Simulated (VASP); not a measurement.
**O2: single point with PBE+D3(BJ)**

Molecule: O2, in a box.

```
O
1.0
    15.00000    0.00000    0.00000
     0.00000   15.50000    0.00000
     0.00000    0.00000   16.00000
O
2
Direct
  0.46545 0.49901 0.48002
  0.53455 0.50099 0.51998
```

```yaml
Program: VASP 6.6.1
Task: single point
Functional: PBE
Dispersion: D3(BJ)
Potentials_or_basis: VASP PAW PBE potentials, release 64 (O)
Cutoff: 520 eV
k_mesh: 1 × 1 × 1
Occupations: gaussian, width 0.005 eV
Spin: collinear spin, ferromagnetic start
Starting_moments: "[1.0, 1.0] μB"
```

```
Largest force                                         : 1.145 eV/Å
Gap between the frontier levels                       : 2.31 eV
Net moment                                            : 2.00 μB per cell
Site moments                                          : O +0.81 μB
Valence electrons inside the program's atomic spheres : O 4.91
Dispersion energy per atom                            : -0.004 eV
```

Forces in eV/Å, atoms in the order of the input:
```
O   -0.975 -0.029 -0.601
O    0.975  0.029  0.601
```

Levels at points of the mesh, in eV from the valence-band top:
Spin up:
| k point | band 5 | band 6 | band 7 | band 8 | band 9 | band 10 |
| --- | --- | --- | --- | --- | --- | --- |
| (0.00, 0.00, 0.00) | -6.56 | 0.00 | 0.00 | 6.66 | 7.16 | 7.28 |
Spin down:
```
           k point  band 1  band 2  band 3  band 4  band 5  band 6  band 7  band 8  band 9  band 10
(0.00, 0.00, 0.00)  -24.76  -11.87   -5.66   -4.70   -4.70    2.31    2.31    6.75    7.23     7.39
```

Run time: 15 min on 1 thread of AMD EPYC 7R13, on a shared host, peak memory 3.3 GiB.

Caveat: the standard files for N, O and F lose accuracy on very short bonds.
